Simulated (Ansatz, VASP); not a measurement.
Ti in VASP and in Ansatz

```
CELL_PARAMETERS angstrom
0.00000 2.03000 1.96910
2.03000 0.00000 1.96910
2.03000 2.03000 0.00000
ATOMIC_POSITIONS crystal
Ti 0.00000 0.00000 0.00000
```

Change from the starting cell: zz strain of -3 %.

Alike in both runs: task single point; functional LDA; k mesh 15 × 15 × 15; occupations fermi-dirac, width 0.05 eV; no spin polarisation.

|  | VASP | Ansatz |
| --- | --- | --- |
| version | VASP 6.6.1 | Ansatz 0.2.0 |
| potentials or method | VASP PAW LDA potentials, release 64 (Ti_sv), cutoff 500 eV | all-electron LAPW, scalar-relativistic |

```csv
,VASP,Ansatz,Ansatz less VASP
pressure (GPa),-1.7,-1.4,+0.21
"traceless stress, the component that is largest in VASP (GPa)",0.82,0.82,+0.001
```

LDA's correlation is that of Perdew and Zunger in VASP and of Perdew and Wang (1992) in Ansatz. Ansatz ran all-electron here, and VASP with PAW potentials.
